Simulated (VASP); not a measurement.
# BiTe (R-3m) in VASP: single point with PBE

Aim: the single point of BiTe with PBE.

Everything below comes from runs of VASP 6.6.1. Logs are shortened: lines on timing, memory, paths and dates and some standing lists are left out, and cuts for length are marked.

## Step 1: The cell of the first run

The structure is trigonal, space group R-3m (No. 166). Conventional cell: a = 4.559 Å, b = 4.559 Å, c = 11.225 Å, α = 90.00°, β = 90.00°, γ = 120.00°. Bi (site symmetry -3m) has 6 Te at 3.23 Å within 4.2 Å. Within 4.2 Å of Te (site symmetry -3m) lie 6 Bi at 3.23 Å.

## Step 2: Single point, PBE

The input, INCAR:

```
SYSTEM = BiTe
  PREC = Accurate
  ENCUT = 520
  EDIFF = 1E-6
  ISMEAR = 0
  SIGMA = 0.15
  LREAL = .False.
  LASPH = .True.
  NELM = 80
  ALGO = Normal
  ISIF = 2
  LWAVE = .False.
  LCHARG = .False.
  GGA = PE
  NBANDS = 18
```

The input, KPOINTS:

```
Automatic mesh
0
Gamma
  18 18 18
  0 0 0
```

The input, POSCAR:

```
BiTe
1.0
    2.2794667109      1.3160507192      3.7415722256
   -2.2794667109      1.3160507192      3.7415722256
    0.0000000000     -2.6321014383      3.7415722256
Bi Te
1 1
Direct
    0.5000000000      0.5000000000      0.5000000000
    0.0000000000      0.0000000000      0.0000000000
```

Potentials or basis: VASP PAW PBE potentials, release 64 (Bi_d, Te).

Started as:

```
cat potpaw_PBE.64/Bi_d/POTCAR potpaw_PBE.64/Te/POTCAR > POTCAR
mpirun -np 1 vasp_std > vasp.out
```

OUTCAR:

```text
SYSTEM = BiTe
   PREC = Accurate
   ENCUT = 520
   EDIFF = 1E-6
   ISMEAR = 0
   LREAL = .False.
   LASPH = .True.
   NELM = 80
   ISIF = 2
   GGA = PE

 ion  position               nearest neighbor table
   1  0.500  0.500  0.500-   2 3.23   2 3.23   2 3.23   2 3.23   2 3.23   2 3.23
   2  0.000  0.000  0.000-   1 3.23   1 3.23   1 3.23   1 3.23   1 3.23   1 3.23

  LATTYP: Found a trigonal (rhomboedric) cell.
 ALAT       =     4.5746388602
 COS(alpha) =     0.5034272604

  Lattice vectors:

 A1 = (   2.2794667109,   1.3160507192,   3.7415722256)
 A2 = (  -2.2794667109,   1.3160507192,   3.7415722256)
 A3 = (   0.0000000000,  -2.6321014383,   3.7415722256)

Analysis of symmetry for initial positions (statically):
=====================================================================
 Subroutine PRICEL returns:
 Original cell was already a primitive cell.

 Routine SETGRP: Setting up the symmetry group for a
 trigonal (rhombohedral) supercell.

 Subroutine GETGRP returns: Found 12 space group operations
 (whereof 12 operations were pure point group operations)
 out of a pool of 12 trial point group operations.

The static configuration has the point symmetry D_3d.

Analysis of symmetry for dynamics (positions and initial velocities):
=====================================================================
 Subroutine PRICEL returns:
 Original cell was already a primitive cell.

 Routine SETGRP: Setting up the symmetry group for a
 trigonal (rhombohedral) supercell.

 Subroutine GETGRP returns: Found 12 space group operations
 (whereof 12 operations were pure point group operations)
 out of a pool of 12 trial point group operations.

The dynamic configuration has the point symmetry D_3d.

 Subroutine INISYM returns: Found 12 space group operations
 (whereof 12 operations are pure point group operations),
 and found     1 'primitive' translations

----------------------------------------------------------------------------------------

                                     Primitive cell

  volume of cell :      67.3459

  direct lattice vectors                    reciprocal lattice vectors
     2.279466711  1.316050719  3.741572226     0.219349551  0.126641522  0.089089108
    -2.279466711  1.316050719  3.741572226    -0.219349551  0.126641522  0.089089108
     0.000000000 -2.632101438  3.741572226     0.000000000 -0.253283045  0.089089108

  length of vectors
     4.574638860  4.574638860  4.574638860     0.268494264  0.268494264  0.268494264

  position of ions in fractional coordinates (direct lattice)
     0.500000000  0.500000000  0.500000000
     0.000000000  0.000000000  0.000000000

  ion indices of the primitive-cell ions
   primitive index   ion index
                 1           1
                 2           2

----------------------------------------------------------------------------------------

 KPOINTS: Automatic mesh

Automatic generation of k-mesh.
 Grid dimensions read from file:
 generate k-points for:   18   18   18

 Generating k-lattice:

  Cartesian coordinates                     Fractional coordinates (reciprocal lattice)
     0.012186086  0.007035640  0.004949395     0.055555556  0.000000000  0.000000000
    -0.012186086  0.007035640  0.004949395     0.000000000  0.055555556  0.000000000
     0.000000000 -0.014071280  0.004949395     0.000000000  0.000000000  0.055555556

  Length of vectors
     0.014916348  0.014916348  0.014916348

  Shift w.r.t. Gamma in fractional coordinates (k-lattice)
     0.000000000  0.000000000  0.000000000

 Subroutine IBZKPT returns following result:
 ===========================================

 Found    580 irreducible k-points:

 Following reciprocal coordinates:
            Coordinates               Weight
  0.000000  0.000000  0.000000      1.000000
  0.055556 -0.000000 -0.000000      6.000000
  0.111111 -0.000000 -0.000000      6.000000
  0.166667  0.000000  0.000000      6.000000
  0.222222  0.000000 -0.000000      6.000000
  0.277778  0.000000 -0.000000      6.000000
[... 16 lines left out ...]
 -0.277778  0.055556  0.000000     12.000000
 -0.222222  0.055556  0.000000     12.000000
 [... further k-points ...]
   k-points           NKPTS =    580   k-points in BZ     NKDIM =    580   number of bands    NBANDS=     18
   number of dos      NEDOS =    301   number of ions     NIONS =      2
   total plane-waves  NPLWV =  46656
   dimension x,y,z NGX =    36 NGY =   36 NGZ =   36
   dimension x,y,z NGXF=    72 NGYF=   72 NGZF=   72
   ions per type =               1   1
   NGX,Y,Z   is equivalent  to a cutoff of  13.08, 13.08, 13.08 a.u.
   NGXF,Y,Z  is equivalent  to a cutoff of  26.17, 26.17, 26.17 a.u.
 SYSTEM =  BiTe
   PREC   = accura    normal or accurate (medium, high low for compatibility)
   ISTART =      0    job   : 0-new  1-cont  2-samecut
   ICHARG =      2    charge: 1-file 2-atom 10-const
   ISPIN  =      1    spin polarized calculation?
   LNONCOLLINEAR =      F non collinear calculations
   LSORBIT =      F    spin-orbit coupling
   LASPH  =      T    aspherical Exc in radial PAW
   ENCUT  =  520.0 eV  38.22 Ry    6.18 a.u.   8.51  8.51  8.51*2*pi/ulx,y,z
   NELM   =     80;   NELMIN=  2; NELMDL= -5     # of ELM steps
   EDIFF  = 0.1E-05   stopping-criterion for ELM
   LREAL  =      F    real-space projection
[... 7 lines left out ...]
   TEBEG  =    0.0;   TEEND  =   0.0 temperature during run
   PSTRESS=    0.0 pullay stress
   NELECT =      21.0000    total number of electrons
   NUPDOWN=      -1.0000    fix difference up-down
   EMIN   =  10.00;   EMAX   =-10.00  energy-range for DOS
   EFERMI =   0.00;   METHOD = LEGACY
   ISMEAR =     0;   SIGMA  =   0.15  broadening in eV -4-tet -1-fermi 0-gaus
   EFERMI_NEDOS =   21; number of points for ismear=-14 and -15
   IALGO  =     38    algorithm
   IMIX   =      4    mixing-type and parameters
     AMIX     =   0.40;   BMIX     =  1.00
     AMIX_MAG =   1.60;   BMIX_MAG =  1.00
  volume/ion in A,a.u.               =      33.67       227.24
  Fermi-wavevector in a.u.,A,eV,Ry     =   1.110139  2.097859 16.767948  1.232409
  Thomas-Fermi vector in A             =   2.246687
   LORBIT       =      0    0 simple, 1 ext, 2 COOP (PROOUT), +10 PAW based schemes
   GGA     = PE    functional components
   LHFCALC =     F    Hartree Fock is set to
   AEXX    =    0.0000 exact exchange contribution
   IVDW    =     0    specifies the selected vdW correction
   LEPSILON=     F    determine dielectric tensor
   LRPA    =     F    only Hartree local field effects (RPA)
 non-spin polarized calculation
 Gauss-broadening in eV      SIGMA  =   0.15
  energy-cutoff  :      520.00
  volume of cell :       67.35
 maximum number of plane-waves:      1838
 NGX is ok and might be reduce to    36
   NGX = 17   NGY = 17   NGZ = 17

 number of electron      21.0000002 magnetization

 Free energy of the ion-electron system (eV)
  ---------------------------------------------------
  ext. energy  EPLUGINS =         0.00000000
  ---------------------------------------------------
  free energy    TOTEN  =        -7.17754258 eV

  energy without entropy =       -7.16137970  energy(sigma->0) =       -7.16946114

 E-fermi :   6.7210     XC(G=0):  -9.4580

 val. band max:        6.7188931666   @ k =   0.3889   0.1667   0.1111
 cond. band min:       6.7238667444   @ k =  -0.1667   0.1667   0.1111
 fundamental gap:      0.0049735778
 Fermi energy:         6.7209562573

 k-point     1 :       0.0000    0.0000    0.0000
  band No.  band energies     occupation
      1     -16.4332      2.00000
      2     -16.4332      2.00000
      3     -16.4303      2.00000
      4     -16.4298      2.00000
      5     -16.4298      2.00000
      6      -6.8445      2.00000
[... 10 lines left out ...]
     17      12.8585      0.00000
     18      13.2612      0.00000

 k-point     2 :       0.0556   -0.0000   -0.0000
  band No.  band energies     occupation
      1     -16.4333      2.00000
      2     -16.4333      2.00000
      3     -16.4302      2.00000
      4     -16.4297      2.00000
      5     -16.4296      2.00000
      6      -6.8166      2.00000
[... 10 lines left out ...]
     17      13.0613      0.00000
     18      13.5041      0.00000

 k-point     3 :       0.1111   -0.0000   -0.0000
  band No.  band energies     occupation
      1     -16.4337      2.00000
      2     -16.4337      2.00000
      3     -16.4297      2.00000
      4     -16.4295      2.00000
      5     -16.4291      2.00000
      6      -6.7332      2.00000
[... 10 lines left out ...]
     17      13.5963      0.00000
     18      13.9976      0.00000

 k-point     4 :       0.1667    0.0000    0.0000
  band No.  band energies     occupation
      1     -16.4343      2.00000
      2     -16.4343      2.00000
      3     -16.4294      2.00000
      4     -16.4286      2.00000
      5     -16.4281      2.00000
      6      -6.5950      2.00000
[... 10 lines left out ...]
     17      14.3287      0.00000
     18      14.6685      0.00000

 k-point     5 :       0.2222    0.0000   -0.0000
  band No.  band energies     occupation
      1     -16.4351      2.00000
      2     -16.4351      2.00000
      3     -16.4291      2.00000
      4     -16.4275      2.00000
      5     -16.4269      2.00000
      6      -6.4032      2.00000
[... 10 lines left out ...]
     17      15.1454      0.00000
     18      15.4680      0.00000

 k-point     6 :       0.2778    0.0000   -0.0000
  band No.  band energies     occupation
      1     -16.4360      2.00000
      2     -16.4359      2.00000
      3     -16.4288      2.00000
      4     -16.4262      2.00000
      5     -16.4256      2.00000
      6      -6.1597      2.00000
[... 10 lines left out ...]
     17      15.8949      0.00000
     18      16.3532      0.00000

 k-point     7 :       0.3333    0.0000   -0.0000
  band No.  band energies     occupation
      1     -16.4368      2.00000
      2     -16.4368      2.00000
      3     -16.4285      2.00000
      4     -16.4250      2.00000
      5     -16.4244      2.00000
      6      -5.8674      2.00000
[... 10 lines left out ...]
     17      16.2283      0.00000
     18      17.2430      0.00000

 k-point     8 :       0.3889   -0.0000   -0.0000
  band No.  band energies     occupation
      1     -16.4375      2.00000
      2     -16.4374      2.00000
      3     -16.4282      2.00000
      4     -16.4240      2.00000
      5     -16.4234      2.00000
      6      -5.5310      2.00000
[... 10 lines left out ...]
     17      15.8645      0.00000
     18      17.1915      0.00000
[... 229 lines left out ...]
     17      14.9881      0.00000
     18      15.9757      0.00000

 k-point    20 :      -0.4444    0.0556    0.0000
  band No.  band energies     occupation
      1     -16.4381      2.00000
      2     -16.4379      2.00000
      3     -16.4279      2.00000
      4     -16.4233      2.00000
      5     -16.4226      2.00000
      6      -5.0230      2.00000
[... 10 lines left out ...]
     17      15.2695      0.00000
     18      16.2379      0.00000

 k-point    21 :      -0.3889    0.0556    0.0000
  band No.  band energies     occupation
      1     -16.4378      2.00000
      2     -16.4375      2.00000
      3     -16.4280      2.00000
      4     -16.4239      2.00000
      5     -16.4230      2.00000
      6      -5.3917      2.00000
[... 10 lines left out ...]
     17      15.3979      0.00000
     18      16.7245      0.00000

 k-point    22 :      -0.3333    0.0556    0.0000
  band No.  band energies     occupation
      1     -16.4373      2.00000
      2     -16.4368      2.00000
      3     -16.4283      2.00000
      4     -16.4249      2.00000
      5     -16.4237      2.00000
      6      -5.7390      2.00000
[... 10 lines left out ...]
     17      15.9412      0.00000
     18      16.8239      0.00000

 k-point    23 :      -0.2778    0.0556    0.0000
  band No.  band energies     occupation
      1     -16.4366      2.00000
      2     -16.4359      2.00000
      3     -16.4286      2.00000
      4     -16.4261      2.00000
      5     -16.4248      2.00000
      6      -6.0452      2.00000
[... 10 lines left out ...]
     17      15.5666      0.00000
     18      16.6199      0.00000

 k-point    24 :      -0.2222    0.0556    0.0000
  band No.  band energies     occupation
      1     -16.4358      2.00000
      2     -16.4350      2.00000
      3     -16.4290      2.00000
      4     -16.4273      2.00000
      5     -16.4260      2.00000
      6      -6.3043      2.00000
[... 10 lines left out ...]
     17      14.7818      0.00000
     18      16.0065      0.00000

 [... further k-points ...]

------------------------ aborting loop because EDIFF is reached ----------------------------------------

  FORCE on cell =-STRESS in cart. coord.  units (eV):
  Direction    XX          YY          ZZ          XY          YZ          ZX
  --------------------------------------------------------------------------------------
  -------------------------------------------------------------------------------------
  Total        0.4010495      0.4010495      0.4047491      0.0000000      0.0000000      0.0000000
  in kB        9.5410743      9.5410743      9.6290890      0.0000000      0.0000000      0.0000000
  external PRESSURE =       9.5704125 kB  Pullay stress =       0.0000000 kB

 VOLUME and BASIS-vectors are now :
 -----------------------------------------------------------------------------
  energy-cutoff  :      520.00
  volume of cell :       67.35
      direct lattice vectors                 reciprocal lattice vectors
     2.279466711  1.316050719  3.741572226     0.219349551  0.126641522  0.089089108
    -2.279466711  1.316050719  3.741572226    -0.219349551  0.126641522  0.089089108
     0.000000000 -2.632101438  3.741572226     0.000000000 -0.253283045  0.089089108

 POSITION                                       TOTAL-FORCE (eV/Angst)
 -----------------------------------------------------------------------------------
      0.00000      0.00000      5.61236        -0.000000     -0.000000      0.000000
      0.00000      0.00000      0.00000         0.000000      0.000000     -0.000000
 -----------------------------------------------------------------------------------
    total drift:                               -0.000000     -0.000000      0.000000

  FREE ENERGIE OF THE ION-ELECTRON SYSTEM (eV)
  ---------------------------------------------------
  free  energy   TOTEN  =        -7.1775425829 eV

  energy  without entropy=       -7.1613797015  energy(sigma->0) =       -7.16946114
```

Run time: 4.6 min. Hardware: 1 thread of Intel Xeon 6975P-C (Granite Rapids), shared host; peak memory 0.76 GiB.

What came out:

* Free energy: -7.1775 eV
* Pressure: 1.0 GPa
* Band gap on the k mesh: zero (an odd number of electrons rules out a gap without spin polarisation)

Levels at points of the mesh, in eV from the Fermi level:
```csv
k point,band 6,band 7,band 8,band 9,band 10,band 11,band 12,band 13,band 14,band 15
"(0.00, 0.00, 0.00)",-13.57,-8.11,-2.60,-2.55,-2.55,2.16,2.16,2.17,4.62,4.68
"(0.50, 0.00, 0.00)",-11.60,-11.27,-1.95,-1.93,-1.61,-0.83,-0.65,-0.63,7.34,7.78
"(0.50, 0.50, 0.00)",-11.79,-9.96,-5.70,-4.06,-4.03,2.22,3.60,3.62,4.99,8.67
"(0.50, 0.50, 0.50)",-11.61,-11.28,-1.92,-1.92,-1.58,-0.80,-0.61,-0.61,7.32,7.76
```

Caveat: spin-orbit coupling is left out, which moves the levels of the heavy elements.
